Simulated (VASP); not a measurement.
# W (Im-3m) in VASP: notebook, part 2 of 2

VASP 6.6.1. The steps go on from the part before.

### Step 3. Single point, PBEsol

This run uses another cell than the first one, of 15.69 Å³/atom, 0.983 times its volume.

Input file INCAR:

```
PREC = Accurate
ENCUT = 520
EDIFF = 1E-6
ISMEAR = 0
SIGMA = 0.1
LREAL = F
LASPH = T
NELM = 100
ALGO = Normal
ISIF = 2
LWAVE = F
LCHARG = T
GGA = PS
LELF = T
LVHAR = T
NBANDS = 13
```

Input file KPOINTS:

```
regular mesh
0
Gamma
  18 18 18
```

Input file POSCAR:

```
W
1.0
   -1.5771582585      1.5771582585      1.5771582585
    1.5771582585     -1.5771582585      1.5771582585
    1.5771582585      1.5771582585     -1.5771582585
W
1
Direct
    0.0000000000      0.0000000000      0.0000000000
```

Potentials or basis: VASP PAW PBE potentials, release 64 (W_sv).

Started as:

```bash
> cat potpaw_PBE.64/W_sv/POTCAR > POTCAR
> mpirun -np 1 vasp_std > vasp.out
```

OUTCAR:

```text
PREC = Accurate
   ENCUT = 520
   EDIFF = 1E-6
   ISMEAR = 0
   LREAL = F
   LASPH = T
   NELM = 100
   ISIF = 2
   GGA = PS

 ion  position               nearest neighbor table
   1  0.000  0.000  0.000-

  LATTYP: Found a body centered cubic cell.
 ALAT       =     3.1543165170

  Lattice vectors:

 A1 = (  -1.5771582585,   1.5771582585,   1.5771582585)
 A2 = (   1.5771582585,  -1.5771582585,   1.5771582585)
 A3 = (   1.5771582585,   1.5771582585,  -1.5771582585)

Analysis of symmetry for initial positions (statically):
=====================================================================
 Subroutine PRICEL returns:
 Original cell was already a primitive cell.

 Routine SETGRP: Setting up the symmetry group for a
 body centered cubic supercell.

 Subroutine GETGRP returns: Found 48 space group operations
 (whereof 48 operations were pure point group operations)
 out of a pool of 48 trial point group operations.

The static configuration has the point symmetry O_h .

Analysis of symmetry for dynamics (positions and initial velocities):
=====================================================================
 Subroutine PRICEL returns:
 Original cell was already a primitive cell.

 Routine SETGRP: Setting up the symmetry group for a
 body centered cubic supercell.

 Subroutine GETGRP returns: Found 48 space group operations
 (whereof 48 operations were pure point group operations)
 out of a pool of 48 trial point group operations.

The dynamic configuration has the point symmetry O_h .

 Subroutine INISYM returns: Found 48 space group operations
 (whereof 48 operations are pure point group operations),
 and found     1 'primitive' translations

----------------------------------------------------------------------------------------
[... 114 lines left out ...]
  Thomas-Fermi vector in A             =   2.676897
   LORBIT       =      0    0 simple, 1 ext, 2 COOP (PROOUT), +10 PAW based schemes
   GGA     = PS    functional components
   LHFCALC =     F    Hartree Fock is set to
   AEXX    =    0.0000 exact exchange contribution
   IVDW    =     0    specifies the selected vdW correction
   LEPSILON=     F    determine dielectric tensor
   LRPA    =     F    only Hartree local field effects (RPA)
 non-spin polarized calculation
 Gauss-broadening in eV      SIGMA  =   0.10
  energy-cutoff  :      520.00
  volume of cell :       15.69
 maximum number of plane-waves:       434
   NGX = 11   NGY = 11   NGZ = 11

 number of electron      14.0000005 magnetization

 Free energy of the ion-electron system (eV)
  ---------------------------------------------------
  ext. energy  EPLUGINS =         0.00000000
  ---------------------------------------------------
  free energy    TOTEN  =       -13.80151648 eV

  energy without entropy =      -13.79808332  energy(sigma->0) =      -13.79979990

 E-fermi :  11.4133     XC(G=0): -13.8181

 val. band max:       11.4048185139   @ k =  -0.1667   0.1667   0.0556
 cond. band min:      11.4142191207   @ k =  -0.2778   0.3333   0.2222
 fundamental gap:      0.0094006068
 Fermi energy:        11.4133336192

 k-point     1 :       0.0000    0.0000    0.0000
  band No.  band energies     occupation
      1     -62.7094      2.00000
      2     -26.2522      2.00000
      3     -26.2522      2.00000
      4     -26.2522      2.00000
      5       1.7121      2.00000
      6      10.1705      2.00000
      7      10.1705      2.00000
      8      10.1705      2.00000
      9      13.6819      0.00000
     10      13.6819      0.00000
     11      25.9858      0.00000
     12      25.9858      0.00000
     13      25.9858      0.00000
[... 354 lines left out ...]
  band No.  band energies     occupation
      1     -62.5684      2.00000
      2     -27.5076      2.00000
      3     -26.7228      2.00000
      4     -26.3194      2.00000
      5       5.5138      2.00000
      6       7.9560      2.00000
      7      10.8531      2.00000
      8      13.4629      0.00000
      9      14.8145      0.00000
     10      17.9575      0.00000
     11      22.4763      0.00000
     12      24.0570      0.00000
     13      28.3964      0.00000

 [... further k-points ...]

------------------------ aborting loop because EDIFF is reached ----------------------------------------

  FORCE on cell =-STRESS in cart. coord.  units (eV):
  Direction    XX          YY          ZZ          XY          YZ          ZX
  --------------------------------------------------------------------------------------
  -------------------------------------------------------------------------------------
  Total        0.0641332      0.0641332      0.0641332      0.0000000      0.0000000      0.0000000
  in kB        6.5479830      6.5479830      6.5479830      0.0000000      0.0000000      0.0000000
  external PRESSURE =       6.5479830 kB  Pullay stress =       0.0000000 kB

 VOLUME and BASIS-vectors are now :
 -----------------------------------------------------------------------------
  energy-cutoff  :      520.00
  volume of cell :       15.69
      direct lattice vectors                 reciprocal lattice vectors
    -1.577158258  1.577158258  1.577158258     0.000000000  0.317025890  0.317025890
     1.577158258 -1.577158258  1.577158258     0.317025890  0.000000000  0.317025890
     1.577158258  1.577158258 -1.577158258     0.317025890  0.317025890  0.000000000

 POSITION                                       TOTAL-FORCE (eV/Angst)
 -----------------------------------------------------------------------------------
      0.00000      0.00000      0.00000         0.000000     -0.000000     -0.000000
 -----------------------------------------------------------------------------------
    total drift:                                0.000000     -0.000000      0.000000

  FREE ENERGIE OF THE ION-ELECTRON SYSTEM (eV)
  ---------------------------------------------------
  free  energy   TOTEN  =       -13.8015164776 eV

  energy  without entropy=      -13.7980833246  energy(sigma->0) =      -13.79979990
```

stdout:

```text
POSCAR found type information on POSCAR W
 POSCAR found :  1 types and       1 ions
 scaLAPACK will be used
 -----------------------------------------------------------------------------
|                                                                             |
|                                                                             |
|     You enforced a specific xc type in the INCAR file but a different       |
|     I HOPE YOU KNOW WHAT YOU ARE DOING!                                     |
|                                                                             |
 -----------------------------------------------------------------------------

 LDA part: xc-table for (Slater+PW92), standard interpolation
 POSCAR, INCAR and KPOINTS ok, starting setup
 FFT: planning ... GRIDC
 FFT: planning ... GRID_SOFT
 FFT: planning ... GRID
 WAVECAR not read
 entering main loop
```

It took 17 s on 1 thread of Intel Xeon 6975P-C, shared host; peak memory 0.15 GiB.

Results:

* Free energy: -13.8015 eV
* Pressure: 0.7 GPa
* Band gap on the k mesh: zero (band 7 reaches 16.67 eV, above the bottom of band 8 at 10.17 eV)

Caveat: the PAW data sets were made with another functional, which shifts forces and pressure a little; spin-orbit coupling is left out, which moves the levels of the heavy elements.

### Step 4. Relaxation of cell and atoms, PBEsol

Input file INCAR:

```
  PREC = Accurate
  ENCUT = 600
  EDIFF = 1E-7
  ISMEAR = 0
  SIGMA = 0.1
  LREAL = F
  LASPH = T
  NELM = 100
  ALGO = Normal
  ISIF = 3
  LWAVE = F
  LCHARG = F
  GGA = PS
  IBRION = 2
  NSW = 80
  EDIFFG = -0.01
```

KPOINTS is that of step 3.

Input file POSCAR:

```
W
1.0
   -1.5861829273      1.5861829273      1.5861829273
    1.5861829273     -1.5861829273      1.5861829273
    1.5861829273      1.5861829273     -1.5861829273
W
1
Direct
    0.0000000000      0.0000000000      0.0000000000
```

Started as:

```bash
> cat potpaw_PBE.64/W_sv/POTCAR > POTCAR
> mpirun -np 1 vasp_std > vasp.out
```

It took 50 s on 1 thread of Intel Xeon 6975P-C, shared host; peak memory 0.18 GiB.

The run converged. Its results:

| Item | Value |
| --- | --- |
| Free energy | -13.8018 eV |
| Relaxed volume | 15.73 Å³/atom |
| Relaxed cell | a = 2.734 Å, b = 2.734 Å, c = 2.734 Å, α = 109.47°, β = 109.47°, γ = 109.47° |
| Space group after relaxing (to 0.05 Å) | Im-3m (No. 229) |
| Energy gained by relaxing | 3.6 meV/atom |
| Ionic steps | 4 |
| Pressure after relaxing | 0.0 GPa |
| Band gap on the k mesh | zero (band 7 reaches 16.63 eV, above the bottom of band 8 at 10.14 eV) |

Step by step:
| step | energy change (eV) | largest force (eV/Å) | pressure (GPa) | volume (Å³) |
| --- | --- | --- | --- | --- |
| 1 | 0.0000 | 0.0000 | -4.75 | 15.96 |
| 2 | 0.0461 | 0.0000 | 20.01 | 14.89 |
| 3 | -0.0036 | 0.0000 | -0.13 | 15.73 |
| 4 | -0.0036 | 0.0000 | 0.00 | 15.73 |

Final structure:
```xyz
1
Lattice="-1.5783 1.5783 1.5783 1.5783 -1.5783 1.5783 1.5783 1.5783 -1.5783" Properties=species:S:1:pos:R:3 pbc="T T T"
W     0.0000    3.1566    0.0000
```

Levels at points of the mesh, in eV from the Fermi level:
```tsv
k point	band 3	band 4	band 5	band 6	band 7	band 8	band 9	band 10	band 11
(0.00, 0.00, 0.00)	-37.67	-37.67	-9.69	-1.24	-1.24	-1.24	2.26	2.26	14.57
(0.50, 0.00, 0.00)	-38.10	-37.68	-6.33	-3.60	0.73	2.17	3.15	6.25	11.21
(0.50, 0.50, 0.50)	-38.60	-38.60	-5.91	-5.91	5.24	5.24	5.24	8.33	8.33
```

Caveat: the PAW data sets were made with another functional, which shifts forces and pressure a little; spin-orbit coupling is left out, which moves the levels of the heavy elements.

### Step 5. Summary

```tsv
task	cell	k mesh	cutoff (eV)	gap on the mesh (eV)	pressure (GPa)
single point	a = 2.747 Å, angles 109.5°, 1 atom	8 × 8 × 8	520	none	-4.4
single point	a = 2.732 Å, angles 109.5°, 1 atom	18 × 18 × 18	520	none	0.7
relaxation of cell and atoms	relaxed from a = 2.747 Å, angles 109.5°, 1 atom	18 × 18 × 18	600	none	0.0
```

Alike in all rows: level PBEsol; potentials or basis VASP PAW PBE potentials, release 64 (W_sv); no spin polarisation; smearing gaussian 0.1 eV.

Caveats: the PAW data sets were made with another functional, which shifts forces and pressure a little; spin-orbit coupling is left out, which moves the levels of the heavy elements.

Absolute energies hang on the potentials; compare differences alone.
